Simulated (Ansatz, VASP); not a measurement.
## PbSe in VASP and in Ansatz

```xyz
4
Lattice="4.2758 0.0219 -0.0270 -2.1189 3.7338 0.0237 -0.0484 0.0210 7.5850" Properties=species:S:1:pos:R:3 pbc="T T T"
Pb   -0.1288    2.6497    1.8260
Pb    2.0806    1.3427    5.6939
Se    0.1875   -0.1074   -0.0313
Se   -0.0549   -0.0977    3.8855
```

Change from the starting cell: all atoms moved at random (sigma 0.1 Å), cell strained at random (1 %).

Alike in both runs: task single point; functional PBE; k mesh 8 × 8 × 6; occupations gaussian, width 0.05 eV; no spin polarisation.

```csv
,VASP,Ansatz
version,VASP 6.6.1,Ansatz 0.2.0
potentials or method,"VASP PAW PBE potentials, release 64 (Pb_d, Se), cutoff 520 eV","scalar-relativistic, plane waves, PAW"
valence electrons in the cell,40,60
```

```csv
,VASP,Ansatz,Ansatz less VASP
gap on the k mesh at the Fermi level (eV),0.27,0.27,-0.002
least direct gap on the mesh (eV),0.27,0.27,-0.002
pressure (GPa),1.2,1.3,+0.01
"traceless stress, the component that is largest in VASP (GPa)",1.32,1.31,-0.009
rms of the force components (eV/Å),0.408,0.405,-0.0034
```

Atom by atom the forces differ by 0.004 eV/Å (rms over components). VASP's potentials hold 40 valence electrons a cell and Ansatz's 60, so a difference there can come from the potentials and not from the codes.

Spin-orbit coupling is off throughout.
